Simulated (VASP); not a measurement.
# Mg4Se in VASP: further runs

The runs below take Mg4Se through single point, with PBE.

Everything below comes from runs of VASP 6.6.1. Logs are shortened: lines on timing, memory, paths and dates and some standing lists are left out, and cuts for length are marked.

### Step 1. The cell of the first run

It takes space group P-6m2 (No. 187, hexagonal). The conventional cell has a = 6.375 Å, b = 6.375 Å, c = 3.838 Å, α = 90.00°, β = 90.00°, γ = 120.00°. Mg (site symmetry -6m2) has 8 Mg at 3.19 to 3.84 Å and 6 Se at 4.15 Å within 4.2 Å. Mg (site symmetry mm2) has 2 Se at 2.74 Å and 6 Mg at 2.98 to 3.39 Å within 3.6 Å. Within 3.6 Å of Se (site symmetry -6m2) lie 6 Mg at 2.74 Å.

The cell was built from a structure type or drawn by symmetry, and may not be a known phase.

### Step 2. Single point, PBE

The input, INCAR:

```
  PREC = Accurate
  ENCUT = 600
  EDIFF = 1E-6
  ISMEAR = 0
  SIGMA = 0.2
  LREAL = False
  LASPH = True
  NELM = 120
  ALGO = Normal
  ISIF = 2
  LWAVE = False
  LCHARG = True
  GGA = PE
  LELF = True
  LVHAR = True
  NBANDS = 15
  GGA_COMPAT = False
```

The input, KPOINTS:

```
regular mesh
0
Gamma
  4 4 3
```

The input, POSCAR:

```
Mg4Se
1.0
    6.3751360723      0.0000000000      0.0000000000
   -3.1875680361      5.5210297912      0.0000000000
    0.0000000000      0.0000000000      3.8382985370
Mg Se
4 1
Direct
    0.6666666667      0.3333333333      0.5000000000
    0.1559095651      0.8440904349      0.5000000000
    0.1559095651      0.3118191302      0.5000000000
    0.6881808698      0.8440904349      0.5000000000
    0.3333333333      0.6666666667      0.0000000000
```

Potentials or basis: VASP PAW PBE potentials, release 64 (Mg, Se).

Run with:

```
cat potpaw_PBE.64/Mg/POTCAR potpaw_PBE.64/Se/POTCAR > POTCAR
mpirun -np 1 vasp_std > vasp.out
```

OUTCAR:

```text
PREC = Accurate
   ENCUT = 600
   EDIFF = 1E-6
   ISMEAR = 0
   LREAL = False
   LASPH = True
   NELM = 120
   ISIF = 2
   GGA = PE

 ion  position               nearest neighbor table
   1  0.667  0.333  0.500-   4 3.19   3 3.19   2 3.19   2 3.19   4 3.19   3 3.19
   2  0.156  0.844  0.500-   5 2.74   5 2.74   3 2.98   4 2.98   1 3.19   1 3.19   3 3.39   4 3.39

   3  0.156  0.312  0.500-   5 2.74   5 2.74   2 2.98   4 2.98   1 3.19   1 3.19   2 3.39   4 3.39

   4  0.688  0.844  0.500-   5 2.74   5 2.74   2 2.98   3 2.98   1 3.19   1 3.19   2 3.39   3 3.39

   5  0.333  0.667  0.000-   2 2.74   2 2.74   3 2.74   3 2.74   4 2.74   4 2.74

  LATTYP: Found a hexagonal cell.
 ALAT       =     6.3751360723
 C/A-ratio  =     0.6020731940

  Lattice vectors:

 A1 = (   6.3751360723,   0.0000000000,   0.0000000000)
 A2 = (  -3.1875680361,   5.5210297912,   0.0000000000)
 A3 = (   0.0000000000,   0.0000000000,   3.8382985370)

Analysis of symmetry for initial positions (statically):
=====================================================================
 Subroutine PRICEL returns:
 Original cell was already a primitive cell.

 Routine SETGRP: Setting up the symmetry group for a
 hexagonal supercell.

 Subroutine GETGRP returns: Found 12 space group operations
 (whereof 12 operations were pure point group operations)
 out of a pool of 24 trial point group operations.

The static configuration has the point symmetry D_3h.

Analysis of symmetry for dynamics (positions and initial velocities):
=====================================================================
 Subroutine PRICEL returns:
 Original cell was already a primitive cell.

 Routine SETGRP: Setting up the symmetry group for a
 hexagonal supercell.

 Subroutine GETGRP returns: Found 12 space group operations
 (whereof 12 operations were pure point group operations)
 out of a pool of 24 trial point group operations.

The dynamic configuration has the point symmetry D_3h.

 Subroutine INISYM returns: Found 12 space group operations
 (whereof 12 operations are pure point group operations),
 and found     1 'primitive' translations

----------------------------------------------------------------------------------------

                                     Primitive cell

  volume of cell :     135.0978

  direct lattice vectors                    reciprocal lattice vectors
     6.375136072  0.000000000  0.000000000     0.156859397  0.090562815  0.000000000
    -3.187568036  5.521029791  0.000000000     0.000000000  0.181125630  0.000000000
     0.000000000  0.000000000  3.838298537     0.000000000  0.000000000  0.260532106

  length of vectors
     6.375136072  6.375136072  3.838298537     0.181125630  0.181125630  0.260532106

  position of ions in fractional coordinates (direct lattice)
     0.666666667  0.333333333  0.500000000
     0.155909565  0.844090435  0.500000000
     0.155909565  0.311819130  0.500000000
     0.688180870  0.844090435  0.500000000
     0.333333333  0.666666667  0.000000000

  ion indices of the primitive-cell ions
   primitive index   ion index
                 1           1
                 2           2
                 3           3
                 4           4
                 5           5

----------------------------------------------------------------------------------------

 KPOINTS: regular mesh

Automatic generation of k-mesh.
 Grid dimensions read from file:
 generate k-points for:    4    4    3

 Generating k-lattice:

  Cartesian coordinates                     Fractional coordinates (reciprocal lattice)
     0.039214849  0.022640704  0.000000000     0.250000000 -0.000000000  0.000000000
     0.000000000  0.045281408  0.000000000     0.000000000  0.250000000  0.000000000
     0.000000000  0.000000000  0.086844035     0.000000000  0.000000000  0.333333333

  Length of vectors
     0.045281408  0.045281408  0.086844035

  Shift w.r.t. Gamma in fractional coordinates (k-lattice)
     0.000000000  0.000000000  0.000000000

 Subroutine IBZKPT returns following result:
 ===========================================

 Found      8 irreducible k-points:

 Following reciprocal coordinates:
            Coordinates               Weight
  0.000000  0.000000  0.000000      1.000000
  0.250000  0.000000  0.000000      6.000000
  0.500000  0.000000  0.000000      3.000000
  0.250000  0.250000  0.000000      6.000000
  0.000000  0.000000  0.333333      2.000000
  0.250000  0.000000  0.333333     12.000000
  0.500000  0.000000  0.333333      6.000000
  0.250000  0.250000  0.333333     12.000000
   k-points           NKPTS =      8   k-points in BZ     NKDIM =      8   number of bands    NBANDS=     15
   number of dos      NEDOS =    301   number of ions     NIONS =      5
   total plane-waves  NPLWV =  93312
   dimension x,y,z NGX =    54 NGY =   54 NGZ =   32
   dimension x,y,z NGXF=   108 NGYF=  108 NGZF=   64
   ions per type =               4   1
   NGX,Y,Z   is equivalent  to a cutoff of  14.08, 14.08, 13.86 a.u.
   NGXF,Y,Z  is equivalent  to a cutoff of  28.16, 28.16, 27.72 a.u.
 SYSTEM =  unknown system
   PREC   = accura    normal or accurate (medium, high low for compatibility)
   ISTART =      0    job   : 0-new  1-cont  2-samecut
   ICHARG =      2    charge: 1-file 2-atom 10-const
   ISPIN  =      1    spin polarized calculation?
   LNONCOLLINEAR =      F non collinear calculations
   LSORBIT =      F    spin-orbit coupling
   LASPH  =      T    aspherical Exc in radial PAW
   ENCUT  =  600.0 eV  44.10 Ry    6.64 a.u.  12.73 12.73  7.67*2*pi/ulx,y,z
   NELM   =    120;   NELMIN=  2; NELMDL= -5     # of ELM steps
   EDIFF  = 0.1E-05   stopping-criterion for ELM
   LREAL  =      F    real-space projection
[... 7 lines left out ...]
   TEBEG  =    0.0;   TEEND  =   0.0 temperature during run
   PSTRESS=    0.0 pullay stress
   NELECT =      14.0000    total number of electrons
   NUPDOWN=      -1.0000    fix difference up-down
   EMIN   =  10.00;   EMAX   =-10.00  energy-range for DOS
   EFERMI =   0.00;   METHOD = LEGACY
   ISMEAR =     0;   SIGMA  =   0.20  broadening in eV -4-tet -1-fermi 0-gaus
   EFERMI_NEDOS =   21; number of points for ismear=-14 and -15
   IALGO  =     38    algorithm
   IMIX   =      4    mixing-type and parameters
     AMIX     =   0.40;   BMIX     =  1.00
     AMIX_MAG =   1.60;   BMIX_MAG =  1.00
  volume/ion in A,a.u.               =      27.02       182.34
  Fermi-wavevector in a.u.,A,eV,Ry     =   0.768956  1.453116  8.045031  0.591293
  Thomas-Fermi vector in A             =   1.869841
   LORBIT       =      0    0 simple, 1 ext, 2 COOP (PROOUT), +10 PAW based schemes
   GGA     = PE    functional components
   LHFCALC =     F    Hartree Fock is set to
   AEXX    =    0.0000 exact exchange contribution
   IVDW    =     0    specifies the selected vdW correction
   LEPSILON=     F    determine dielectric tensor
   LRPA    =     F    only Hartree local field effects (RPA)
 non-spin polarized calculation
 Gauss-broadening in eV      SIGMA  =   0.20
  energy-cutoff  :      600.00
  volume of cell :      135.10
 maximum number of plane-waves:      4534
 NGX is ok and might be reduce to    54
   NGX = 25   NGY = 25   NGZ = 15

 number of electron      14.0000000 magnetization

 Free energy of the ion-electron system (eV)
  ---------------------------------------------------
  ext. energy  EPLUGINS =         0.00000000
  ---------------------------------------------------
  free energy    TOTEN  =       -10.30415817 eV

  energy without entropy =      -10.26129407  energy(sigma->0) =      -10.28272612

 E-fermi :   2.2431     XC(G=0):  -8.0357

 val. band max:        2.1308800357   @ k =   0.5000   0.0000   0.0000
 cond. band min:       2.3193252650   @ k =   0.0000   0.0000   0.3333
 fundamental gap:      0.1884452293
 Fermi energy:         2.2431362515

 k-point     1 :       0.0000    0.0000    0.0000
  band No.  band energies     occupation
      1     -11.5680      2.00000
      2      -2.4533      2.00000
      3      -2.1989      2.00000
      4      -2.1989      2.00000
      5      -0.5471      2.00000
      6       1.1939      2.00000
      7       1.1939      2.00000
      8       1.3709      2.00000
      9       4.0062      0.00000
     10       5.5465      0.00000
     11       5.5465      0.00000
     12       7.2007      0.00000
     13       7.7805      0.00000
     14       8.7991      0.00000
     15       8.7991      0.00000

 k-point     2 :       0.2500    0.0000    0.0000
  band No.  band energies     occupation
      1     -11.5610      2.00000
      2      -3.0565      2.00000
      3      -2.3041      2.00000
      4      -1.3585      2.00000
      5      -0.5382      2.00000
      6       0.1617      2.00000
      7       1.6707      1.99995
      8       2.8795      0.00001
      9       3.7340      0.00000
     10       5.1797      0.00000
     11       5.2437      0.00000
     12       6.9591      0.00000
     13       7.8776      0.00000
     14       7.9894      0.00000
     15       8.4972      0.00000
[... 77 lines left out ...]
      3      -2.3422      2.00000
      4      -1.6679      2.00000
      5      -0.0288      2.00000
      6       0.1676      2.00000
      7       2.0062      1.90620
      8       3.3193      0.00000
      9       3.7185      0.00000
     10       3.9153      0.00000
     11       4.9409      0.00000
     12       5.9652      0.00000
     13       6.2887      0.00000
     14       7.2284      0.00000
     15       7.2459      0.00000

 k-point     8 :       0.2500    0.2500    0.3333
  band No.  band energies     occupation
      1     -11.2061      2.00000
      2      -3.3365      2.00000
      3      -2.2105      2.00000
      4      -1.8711      2.00000
      5      -0.0454      2.00000
      6       0.3939      2.00000
      7       1.9370      1.96957
      8       3.0601      0.00000
      9       3.4021      0.00000
     10       4.4390      0.00000
     11       5.2426      0.00000
     12       5.6174      0.00000
     13       6.3473      0.00000
     14       6.6232      0.00000
     15       7.4286      0.00000

------------------------ aborting loop because EDIFF is reached ----------------------------------------

  FORCE on cell =-STRESS in cart. coord.  units (eV):
  Direction    XX          YY          ZZ          XY          YZ          ZX
  --------------------------------------------------------------------------------------
  -------------------------------------------------------------------------------------
  Total        0.5265773      0.5265773     -0.2123050      0.0000000      0.0000000      0.0000000
  in kB        6.2448849      6.2448849     -2.5178077      0.0000000      0.0000000      0.0000000
  external PRESSURE =       3.3239873 kB  Pullay stress =       0.0000000 kB

 VOLUME and BASIS-vectors are now :
 -----------------------------------------------------------------------------
  energy-cutoff  :      600.00
  volume of cell :      135.10
      direct lattice vectors                 reciprocal lattice vectors
     6.375136072  0.000000000  0.000000000     0.156859397  0.090562815  0.000000000
    -3.187568036  5.521029791  0.000000000     0.000000000  0.181125630  0.000000000
     0.000000000  0.000000000  3.838298537     0.000000000  0.000000000  0.260532106

 POSITION                                       TOTAL-FORCE (eV/Angst)
 -----------------------------------------------------------------------------------
      3.18757      1.84034      1.91915         0.000000      0.000000     -0.000000
     -1.69665      4.66025      1.91915         0.063344     -0.036571     -0.000000
      0.00000      1.72156      1.91915         0.000000      0.073143      0.000000
      1.69665      4.66025      1.91915        -0.063344     -0.036571     -0.000000
     -0.00000      3.68069      0.00000         0.000000     -0.000000     -0.000000
 -----------------------------------------------------------------------------------
    total drift:                                0.000000     -0.000000     -0.000000

  FREE ENERGIE OF THE ION-ELECTRON SYSTEM (eV)
  ---------------------------------------------------
  free  energy   TOTEN  =       -10.3041581676 eV

  energy  without entropy=      -10.2612940667  energy(sigma->0) =      -10.28272612
```

Wall time 27 s (1 thread of Intel Xeon Platinum 8488C (Sapphire Rapids), shared host); peak memory 0.28 GiB.

Results:

- Free energy: -10.3042 eV
- Pressure: 0.3 GPa
- Largest force: 0.073 eV/Å
- Band gap on the k mesh: zero (bands 7 and 8 overlap by 0.76 eV)

Forces on the atoms (eV/Å):
```
Mg   0.000  0.000  0.000
Mg   0.063 -0.037  0.000
Mg   0.000  0.073  0.000
Mg  -0.063 -0.037  0.000
Se   0.000  0.000  0.000
```

Caveat: the k points lie up to 0.55 Å⁻¹ apart, too coarse for converged energies and pressures of a metal; semilocal functionals underestimate gaps, so a narrow gap can read as zero.

(Part 1 of 2 ends here.)
